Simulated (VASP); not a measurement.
The system is CuO.

```
Cu O
1.0
     3.17550    0.00000    0.00000
     0.00000    3.17550    0.00000
     0.00000    0.00000    4.64953
Cu O
2 2
Direct
  0.00000 0.00000 0.00000
  0.50000 0.50000 0.00000
  0.50000 0.00000 0.26700
  0.00000 0.50000 0.73300
```

```yaml
Program: VASP 6.6.1
Task: relaxation of cell and atoms
Functional: PBEsol
Potentials_or_basis: VASP PAW PBE potentials, release 64 (Cu, O)
Cutoff: 600 eV
k_mesh: 6 × 6 × 5
Occupations: fermi-dirac, width 0.05 eV
Spin: no spin polarisation
```

At the start: pressure 10.5 GPa; volume 11.72 Å³/atom.

**Question.** How do energy, volume and symmetry change on relaxing?

**Answer.** Over 28 steps the energy falls by 665.2 meV/atom and the volume is 12.19 Å³/atom (+4.0 %); space group P4/nmm (No. 129, to 0.1 Å) before, P4/mmm (No. 123, to 0.1 Å).

The path:
| step | energy change (eV) | largest force (eV/Å) | pressure (GPa) | volume (Å³) |
| --- | --- | --- | --- | --- |
| 1 | 0.0000 | 1.2341 | 10.53 | 46.88 |
| 2 | -0.8150 | 1.7393 | -5.13 | 52.05 |
| 3 | -0.9275 | 1.9524 | -9.40 | 54.11 |
| 4 | -1.5535 | 0.6782 | -1.07 | 50.58 |
| 5 | -1.9273 | 0.3742 | 9.05 | 46.11 |
| 6 | -2.0244 | 0.0231 | 25.31 | 36.11 |
| 7 | -2.2241 | 0.4463 | 13.05 | 41.88 |
| 8 | -2.3034 | 0.2703 | 17.57 | 39.05 |
| 9 | -2.2815 | 0.2953 | -3.06 | 40.69 |
| 10 | -2.4146 | 0.2726 | 6.85 | 39.82 |
| 11 | -2.4146 | 0.2720 | 6.56 | 39.86 |
| 12 | -2.4762 | 0.3360 | 3.55 | 41.02 |
| 13 | -2.5335 | 0.4675 | -0.86 | 43.33 |
| 14 | -2.5385 | 0.5171 | -2.20 | 44.17 |
| 15 | -2.5664 | 0.4064 | 2.56 | 44.16 |
| 16 | -2.5665 | 0.3994 | 2.91 | 44.15 |
| 17 | -2.5942 | 0.3412 | 2.09 | 45.08 |
| 18 | -2.6364 | 0.2026 | 0.66 | 47.32 |
| 19 | -2.6468 | 0.0388 | -1.99 | 51.90 |
| 20 | -2.6520 | 0.0718 | -1.02 | 50.29 |
| 21 | -2.6521 | 0.0820 | -0.75 | 49.86 |
| 22 | -2.6523 | 0.0454 | 1.03 | 49.57 |
| 23 | -2.6532 | 0.0620 | 0.20 | 49.70 |
| 24 | -2.6552 | 0.0443 | 0.06 | 49.65 |
| 25 | -2.6586 | 0.0139 | -0.21 | 49.50 |
| 26 | -2.6593 | 0.0027 | -1.13 | 49.19 |
| 27 | -2.6600 | 0.0019 | -0.75 | 49.05 |
| 28 | -2.6607 | 0.0018 | -0.02 | 48.76 |

Final structure:
```
CELL_PARAMETERS angstrom
3.83521 0.00000 0.00000
0.00000 3.83521 0.00000
0.00000 0.00000 3.31498
ATOMIC_POSITIONS crystal
Cu 0.00000 0.00000 0.00000
Cu 0.50000 0.50000 0.00000
O 0.50000 0.00000 0.00240
O 0.00000 0.50000 0.99760
```

Caveat: a cell axis changed by over 15 % at a fixed basis, so the end point is rough; the PAW data sets were made with another functional, which shifts forces and pressure a little.
